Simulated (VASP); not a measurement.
Here is a VASP 6.6.1 calculation.

Contents of INCAR:

```
SYSTEM = BiSb4O
PREC     = Accurate       ! precision mode
ENCUT    = 520            ! plane-wave cutoff, eV
EDIFF    = 1E-6           ! SCF threshold, eV
ISMEAR   = 0              ! smearing method
SIGMA    = 0.1            ! smearing width, eV
LREAL    = .False.        ! projectors in reciprocal space
LASPH    = .True.         ! aspherical terms in the spheres
NELM     = 60             ! most SCF steps
ALGO     = Normal         ! electronic algorithm
ISIF     = 2              ! what is computed and relaxed
LWAVE    = .False.        ! write WAVECAR
LCHARG   = .True.         ! write CHGCAR
GGA      = PE             ! functional
LELF     = .True.         ! ELF
LVHAR    = .True.       
NBANDS   = 30             ! bands
```

The input KPOINTS:

```
Automatic mesh
0
Gamma
  4 4 2
  0 0 0
```

Contents of POSCAR:

```
BiSb4O
1.0
    4.6009048648      0.0000000000      0.0000000000
    0.0000000000      4.6009048648      0.0000000000
    0.0000000000      0.0000000000      7.7455059818
Sb Bi O
4 1 1
Direct
    0.5000000000      0.0000000000      0.8116961275
    0.0000000000      0.5000000000      0.1883038725
    0.5000000000      0.0000000000      0.1883038725
    0.0000000000      0.5000000000      0.8116961275
    0.5000000000      0.5000000000      0.5000000000
    0.0000000000      0.0000000000      0.0000000000
```

Potentials or basis: VASP PAW PBE potentials, release 64 (Sb, Bi_d, O).

Run with:

```sh
$ cat potpaw_PBE.64/Sb/POTCAR potpaw_PBE.64/Bi_d/POTCAR potpaw_PBE.64/O/POTCAR > POTCAR
$ mpirun -np 1 vasp_std > vasp.out
```

Predict the pressure.

-0.1 GPa.

Estimate the band gap on the k mesh.

zero (an odd number of electrons rules out a gap without spin polarisation).

Forces on the atoms (eV/Å):
```
Sb   0.000  0.000 -0.008
Sb   0.000  0.000  0.008
Sb   0.000  0.000  0.008
Sb   0.000  0.000 -0.008
Bi   0.000  0.000  0.000
O    0.000  0.000  0.000
```

Caveat: the k points lie up to 0.41 Å⁻¹ apart, too coarse for converged energies and pressures of a metal; spin-orbit coupling is left out, which moves the levels of the heavy elements; an odd number of electrons without spin polarisation forces a metal; a magnetic or distorted state may lie lower.
